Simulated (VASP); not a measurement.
# BN (P6_3/mmc) in VASP: a series of runs

Runs on BN. Level: PBE. Tasks: single point, relaxation of cell and atoms.

Everything below comes from runs of VASP 6.6.1. Logs are shortened: lines on timing, memory, paths and dates and some standing lists are left out, and cuts for length are marked.

### 1 The cell of the first run

Symmetry: P6_3/mmc, No. 194, hexagonal system. The conventional cell has a = 2.504 Å, b = 2.504 Å, c = 6.661 Å, α = 90.00°, β = 90.00°, γ = 120.00°. B (site symmetry -6m2) has 3 N at 1.45 Å within 1.9 Å. Within 1.9 Å of N (site symmetry -6m2) lie 3 B at 1.45 Å.

### 2 Single point, PBE

Input file INCAR:

```
SYSTEM = BN
  PREC = Accurate
  ENCUT = 520
  EDIFF = 1E-6
  ISMEAR = 0
  SIGMA = 0.1
  LREAL = .FALSE.
  LASPH = .TRUE.
  NELM = 60
  ALGO = Normal
  ISIF = 2
  LWAVE = .FALSE.
  LCHARG = .TRUE.
  GGA = PE
  LELF = .TRUE.
  LVHAR = .TRUE.
  NBANDS = 16
```

Input file KPOINTS:

```
Automatic mesh
0
G
  6 6 4
  0 0 0
```

Input file POSCAR:

```
BN
1.0
    2.5039916500      0.0000000000      0.0000000000
   -1.2519958300      2.1685203800      0.0000000000
    0.0000000000      0.0000000000      6.6612000500
B N
2 2
Direct
    0.3333333300      0.6666666700      0.2500000000
    0.6666666700      0.3333333300      0.7500000000
    0.3333333300      0.6666666700      0.7500000000
    0.6666666700      0.3333333300      0.2500000000
```

Potentials or basis: VASP PAW PBE potentials, release 64 (B, N).

Launch:

```sh
$ cat potpaw_PBE.64/B/POTCAR potpaw_PBE.64/N/POTCAR > POTCAR
$ mpirun -np 1 vasp_std > vasp.out
```

OUTCAR:

```text
SYSTEM = BN
   PREC = Accurate
   ENCUT = 520
   EDIFF = 1E-6
   ISMEAR = 0
   LREAL = .FALSE.
   LASPH = .TRUE.
   NELM = 60
   ISIF = 2
   GGA = PE

 ion  position               nearest neighbor table
   1  0.333  0.667  0.250-   4 1.45   4 1.45   4 1.45
   2  0.667  0.333  0.750-   3 1.45   3 1.45   3 1.45
   3  0.333  0.667  0.750-   2 1.45   2 1.45   2 1.45
   4  0.667  0.333  0.250-   1 1.45   1 1.45   1 1.45

  LATTYP: Found a hexagonal cell.
 ALAT       =     2.5039916500
 C/A-ratio  =     2.6602325331

  Lattice vectors:

 A1 = (   2.5039916500,   0.0000000000,   0.0000000000)
 A2 = (  -1.2519958300,   2.1685203800,   0.0000000000)
 A3 = (   0.0000000000,   0.0000000000,   6.6612000500)

Analysis of symmetry for initial positions (statically):
=====================================================================
 Subroutine PRICEL returns:
 Original cell was already a primitive cell.

 Routine SETGRP: Setting up the symmetry group for a
 hexagonal supercell.

 Subroutine GETGRP returns: Found 24 space group operations
 (whereof 12 operations were pure point group operations)
 out of a pool of 24 trial point group operations.

The static configuration has the point symmetry D_3d.
 The point group associated with its full space group is D_6h.

Analysis of symmetry for dynamics (positions and initial velocities):
=====================================================================
 Subroutine PRICEL returns:
 Original cell was already a primitive cell.

 Routine SETGRP: Setting up the symmetry group for a
 hexagonal supercell.

 Subroutine GETGRP returns: Found 24 space group operations
 (whereof 12 operations were pure point group operations)
 out of a pool of 24 trial point group operations.

The dynamic configuration has the point symmetry D_3d.
 The point group associated with its full space group is D_6h.

 Subroutine INISYM returns: Found 24 space group operations
 (whereof 12 operations are pure point group operations),
 and found     1 'primitive' translations

----------------------------------------------------------------------------------------

                                     Primitive cell

  volume of cell :      36.1700

  direct lattice vectors                    reciprocal lattice vectors
     2.503991650  0.000000000  0.000000000     0.399362354  0.230571964  0.000000000
    -1.251995830  2.168520380  0.000000000     0.000000000  0.461143925  0.000000000
     0.000000000  0.000000000  6.661200050     0.000000000  0.000000000  0.150123100

  length of vectors
     2.503991650  2.503991653  6.661200050     0.461143926  0.461143925  0.150123100

  position of ions in fractional coordinates (direct lattice)
     0.333333330  0.666666670  0.250000000
     0.666666670  0.333333330  0.750000000
     0.333333330  0.666666670  0.750000000
     0.666666670  0.333333330  0.250000000

  ion indices of the primitive-cell ions
   primitive index   ion index
                 1           1
                 2           2
                 3           3
                 4           4

----------------------------------------------------------------------------------------

 KPOINTS: Automatic mesh

Automatic generation of k-mesh.
 Grid dimensions read from file:
 generate k-points for:    6    6    4

 Generating k-lattice:

  Cartesian coordinates                     Fractional coordinates (reciprocal lattice)
     0.066560392  0.038428661  0.000000000     0.166666667  0.000000000  0.000000000
     0.000000000  0.076857321  0.000000000     0.000000000  0.166666667  0.000000000
     0.000000000  0.000000000  0.037530775     0.000000000  0.000000000  0.250000000

  Length of vectors
     0.076857321  0.076857321  0.037530775

  Shift w.r.t. Gamma in fractional coordinates (k-lattice)
     0.000000000  0.000000000  0.000000000

 Subroutine IBZKPT returns following result:
 ===========================================

 Found     21 irreducible k-points:

 Following reciprocal coordinates:
            Coordinates               Weight
  0.000000  0.000000  0.000000      1.000000
  0.166667  0.000000  0.000000      6.000000
  0.333333  0.000000  0.000000      6.000000
  0.500000  0.000000  0.000000      3.000000
  0.166667  0.166667  0.000000      6.000000
  0.333333  0.166667  0.000000     12.000000
[... 13 lines left out ...]
  0.333333  0.166667  0.500000     12.000000
  0.333333  0.333333  0.500000      2.000000
   k-points           NKPTS =     21   k-points in BZ     NKDIM =     21   number of bands    NBANDS=     16
   number of dos      NEDOS =    301   number of ions     NIONS =      4
   total plane-waves  NPLWV =  20000
   dimension x,y,z NGX =    20 NGY =   20 NGZ =   50
   dimension x,y,z NGXF=    40 NGYF=   40 NGZF=  100
   ions per type =               2   2
   NGX,Y,Z   is equivalent  to a cutoff of  13.28, 13.28, 12.48 a.u.
   NGXF,Y,Z  is equivalent  to a cutoff of  26.56, 26.56, 24.96 a.u.
 SYSTEM =  BN
   PREC   = accura    normal or accurate (medium, high low for compatibility)
   ISTART =      0    job   : 0-new  1-cont  2-samecut
   ICHARG =      2    charge: 1-file 2-atom 10-const
   ISPIN  =      1    spin polarized calculation?
   LNONCOLLINEAR =      F non collinear calculations
   LSORBIT =      F    spin-orbit coupling
   LASPH  =      T    aspherical Exc in radial PAW
   ENCUT  =  520.0 eV  38.22 Ry    6.18 a.u.   4.66  4.66 12.39*2*pi/ulx,y,z
   NELM   =     60;   NELMIN=  2; NELMDL= -5     # of ELM steps
   EDIFF  = 0.1E-05   stopping-criterion for ELM
   LREAL  =      F    real-space projection
   EDIFFG = 0.1E-04   stopping-criterion for IOM
   NSW    =      0    number of steps for IOM
   IBRION =     -1    ionic relax: 0-MD 1-quasi-New 2-CG
   NFREE  =      0    steps in history (QN), initial steepest desc. (CG)
   ISIF   =      2    stress and relaxation
   ISYM   =      2    0-nonsym 1-usesym 2-fastsym
   POTIM  = 0.5000    time-step for ionic-motion
   TEBEG  =    0.0;   TEEND  =   0.0 temperature during run
   PSTRESS=    0.0 pullay stress
   NELECT =      16.0000    total number of electrons
   NUPDOWN=      -1.0000    fix difference up-down
   EMIN   =  10.00;   EMAX   =-10.00  energy-range for DOS
   EFERMI =   0.00;   METHOD = LEGACY
   ISMEAR =     0;   SIGMA  =   0.10  broadening in eV -4-tet -1-fermi 0-gaus
   EFERMI_NEDOS =   21; number of points for ismear=-14 and -15
   IALGO  =     38    algorithm
   IMIX   =      4    mixing-type and parameters
     AMIX     =   0.40;   BMIX     =  1.00
     AMIX_MAG =   1.60;   BMIX_MAG =  1.00
  volume/ion in A,a.u.               =       9.04        61.02
  Fermi-wavevector in a.u.,A,eV,Ry     =   1.247379  2.357205 21.170055  1.555955
  Thomas-Fermi vector in A             =   2.381514
   LORBIT       =      0    0 simple, 1 ext, 2 COOP (PROOUT), +10 PAW based schemes
   GGA     = PE    functional components
   LHFCALC =     F    Hartree Fock is set to
   AEXX    =    0.0000 exact exchange contribution
   IVDW    =     0    specifies the selected vdW correction
   LEPSILON=     F    determine dielectric tensor
   LRPA    =     F    only Hartree local field effects (RPA)
 non-spin polarized calculation
 Gauss-broadening in eV      SIGMA  =   0.10
  energy-cutoff  :      520.00
  volume of cell :       36.17
 maximum number of plane-waves:       992
 NGX is ok and might be reduce to    20
   NGX =  9   NGY =  9   NGZ = 25

 number of electron      15.9999998 magnetization

 Free energy of the ion-electron system (eV)
  ---------------------------------------------------
  ext. energy  EPLUGINS =         0.00000000
  ---------------------------------------------------
  free energy    TOTEN  =       -35.15415744 eV

  energy without entropy =      -35.15415744  energy(sigma->0) =      -35.15415744

 E-fermi :   2.7222     XC(G=0): -10.0494

 val. band max:        2.2475721855   @ k =   0.3333   0.3333   0.5000
 cond. band min:       6.5289240008   @ k =   0.5000   0.0000   0.0000
 fundamental gap:      4.2813518153
 Fermi energy:         2.7221917924

 k-point     1 :       0.0000    0.0000    0.0000
  band No.  band energies     occupation
      1     -15.5472      2.00000
      2     -15.2598      2.00000
      3      -3.9519      2.00000
      4      -1.8582      2.00000
      5       0.9177      2.00000
      6       0.9177      2.00000
[... 8 lines left out ...]
     15      14.4623      0.00000
     16      15.2728      0.00000

 k-point     2 :       0.1667    0.0000    0.0000
  band No.  band energies     occupation
      1     -15.0106      2.00000
      2     -14.7415      2.00000
      3      -3.2123      2.00000
      4      -1.1977      2.00000
      5      -1.0561      2.00000
      6      -1.0180      2.00000
[... 8 lines left out ...]
     15      16.0785      0.00000
     16      16.1168      0.00000

 k-point     3 :       0.3333    0.0000    0.0000
  band No.  band energies     occupation
      1     -13.5619      2.00000
      2     -13.3562      2.00000
      3      -4.6455      2.00000
      4      -4.5667      2.00000
      5      -1.3389      2.00000
      6      -1.2793      2.00000
[... 8 lines left out ...]
     15      17.9758      0.00000
     16      20.8168      0.00000

 k-point     4 :       0.5000    0.0000    0.0000
  band No.  band energies     occupation
      1     -12.3507      2.00000
      2     -12.2812      2.00000
      3      -6.6528      2.00000
      4      -6.5897      2.00000
      5      -1.8940      2.00000
      6      -1.8308      2.00000
[... 8 lines left out ...]
     15      17.4968      0.00000
     16      20.9749      0.00000
[... 267 lines left out ...]
 k-point    19 :       0.1667    0.1667    0.5000
  band No.  band energies     occupation
      1     -13.8932      2.00000
      2     -13.8932      2.00000
      3      -3.2561      2.00000
      4      -3.2561      2.00000
      5      -1.6575      2.00000
      6      -1.6575      2.00000
[... 8 lines left out ...]
     15      17.1661      0.00000
     16      17.1661      0.00000

 k-point    20 :       0.3333    0.1667    0.5000
  band No.  band energies     occupation
      1     -12.4081      2.00000
      2     -12.4081      2.00000
      3      -5.7999      2.00000
      4      -5.7999      2.00000
      5      -3.0423      2.00000
      6      -3.0423      2.00000
[... 8 lines left out ...]
     15      18.3949      0.00000
     16      18.3949      0.00000

 k-point    21 :       0.3333    0.3333    0.5000
  band No.  band energies     occupation
      1     -11.7324      2.00000
      2     -11.7324      2.00000
      3      -5.6435      2.00000
      4      -5.6435      2.00000
      5      -4.9023      2.00000
      6      -4.9023      2.00000
[... 8 lines left out ...]
     15      19.8509      0.00000
     16      19.8509      0.00000

------------------------ aborting loop because EDIFF is reached ----------------------------------------

  FORCE on cell =-STRESS in cart. coord.  units (eV):
  Direction    XX          YY          ZZ          XY          YZ          ZX
  --------------------------------------------------------------------------------------
  -------------------------------------------------------------------------------------
  Total        0.8380376      0.8380376      0.6148720     -0.0000000     -0.0000000      0.0000000
  in kB       37.1214749     37.1214749     27.2361935     -0.0000001     -0.0000000      0.0000000
  external PRESSURE =      33.8263811 kB  Pullay stress =       0.0000000 kB

 VOLUME and BASIS-vectors are now :
 -----------------------------------------------------------------------------
  energy-cutoff  :      520.00
  volume of cell :       36.17
      direct lattice vectors                 reciprocal lattice vectors
     2.503991650  0.000000000  0.000000000     0.399362354  0.230571964  0.000000000
    -1.251995830  2.168520380  0.000000000     0.000000000  0.461143925  0.000000000
     0.000000000  0.000000000  6.661200050     0.000000000  0.000000000  0.150123100

 POSITION                                       TOTAL-FORCE (eV/Angst)
 -----------------------------------------------------------------------------------
     -0.00000      1.44568      1.66530         0.000000      0.000000     -0.000000
      1.25200      0.72284      4.99590         0.000000     -0.000000      0.000000
     -0.00000      1.44568      4.99590        -0.000000      0.000000      0.000000
      1.25200      0.72284      1.66530        -0.000000      0.000000      0.000000
 -----------------------------------------------------------------------------------
    total drift:                               -0.000002      0.000001      0.000000

  FREE ENERGIE OF THE ION-ELECTRON SYSTEM (eV)
  ---------------------------------------------------
  free  energy   TOTEN  =       -35.1541574364 eV

  energy  without entropy=      -35.1541574364  energy(sigma->0) =      -35.15415744
```

Run time: 19 s. Hardware: 1 thread of Intel Xeon 8259CL, shared host; peak memory 0.15 GiB.

What came out:

* Free energy: -35.1542 eV
* Pressure: 3.4 GPa
* Band gap on the k mesh: 4.28 eV (least direct gap 4.64 eV)

Caveat: the k points lie up to 0.48 Å⁻¹ apart; this functional lacks dispersion, which binds layers or chains, so the pressure and a relaxed spacing across them are unreliable. A k mesh can miss the band edges.

(Continued in part 2 of 2.)
